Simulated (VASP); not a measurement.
Set up this calculation in VASP 6.6.1, as the native input.

| Property | Result |
| --- | --- |
| Task | single point |
| Functional | r2SCAN |
| Potentials or basis | VASP PAW PBE potentials, release 64 (Ti_sv) |
| Cutoff | 520 eV |
| k mesh | 9 × 9 × 12 |
| Occupations | fermi-dirac, width 0.1 eV |
| Spin | no spin polarisation |
| Dipole correction | no |
| Further INCAR settings | ALGO = Normal; EDIFF = 1e-06; NBANDS = 25 |

Crystal: Ti.

```xyz
3
Lattice="4.6000 0.0000 0.0000 -2.3000 3.9837 0.0000 0.0000 0.0000 2.8200" Properties=species:S:1:pos:R:3 pbc="T T T"
Ti    0.0000    0.0000    0.0000
Ti    0.0000    2.6558    1.4100
Ti    2.3000    1.3279    1.4100
```

This isn't the form of Ti at room conditions, which is hcp.

The input as run:

POSCAR

```
Ti
1.0
    4.6000000000      0.0000000000      0.0000000000
   -2.3000000000      3.9837200000      0.0000000000
    0.0000000000      0.0000000000      2.8200000000
Ti
3
Direct
    0.0000000000      0.0000000000      0.0000000000
    0.3333333333      0.6666666667      0.5000000000
    0.6666666667      0.3333333333      0.5000000000
```

INCAR.step1

```
ALGO     = Normal         # electronic algorithm
EDIFF    = 1E-4           # SCF threshold, eV
ENCUT    = 520            # plane-wave cutoff, eV
GGA      = PE             # functional
ISMEAR   = -1             # smearing method
LASPH    = T              # aspherical terms in the spheres
LCHARG   = F              # write CHGCAR
LREAL    = F              # projectors in reciprocal space
LWAVE    = T              # write WAVECAR
NBANDS   = 25             # bands
NELM     = 80             # most SCF steps
PREC     = Accurate       # precision mode
SIGMA    = 0.1            # smearing width, eV
```

INCAR.step2

```
ALGO     = Normal         # electronic algorithm
EDIFF    = 1E-6           # SCF threshold, eV
ENCUT    = 520            # plane-wave cutoff, eV
ISIF     = 2              # what is computed and relaxed
ISMEAR   = -1             # smearing method
ISTART   = 1            
LASPH    = T              # aspherical terms in the spheres
LCHARG   = T              # write CHGCAR
LELF     = T              # ELF
LMIXTAU  = T            
LREAL    = F              # projectors in reciprocal space
LVHAR    = T            
LWAVE    = F              # write WAVECAR
METAGGA  = R2SCAN         # meta-GGA
NBANDS   = 25             # bands
NELM     = 80             # most SCF steps
PREC     = Accurate       # precision mode
SIGMA    = 0.1            # smearing width, eV
```

KPOINTS

```
k-points
0
Gamma
  9 9 12
```

Potentials or basis: VASP PAW PBE potentials, release 64 (Ti_sv).

Launch:

```sh
$ cat potpaw_PBE.64/Ti_sv/POTCAR > POTCAR
$ cp INCAR.step1 INCAR
$ mpirun -np 1 vasp_std > vasp.out
$ cp INCAR.step2 INCAR
$ mpirun -np 1 vasp_std > vasp.out
```

It gave:

The pressure is -0.9 GPa and the band gap on the k mesh is zero (bands 18 and 19 overlap by 0.16 eV).

Caveat: the PAW data sets were made with another functional, which shifts forces and pressure a little.

Wall time 2.8 min on 1 thread of Intel(R) Xeon(R) 6975P-C (Granite Rapids) (shared host), peak memory 0.23 GiB.
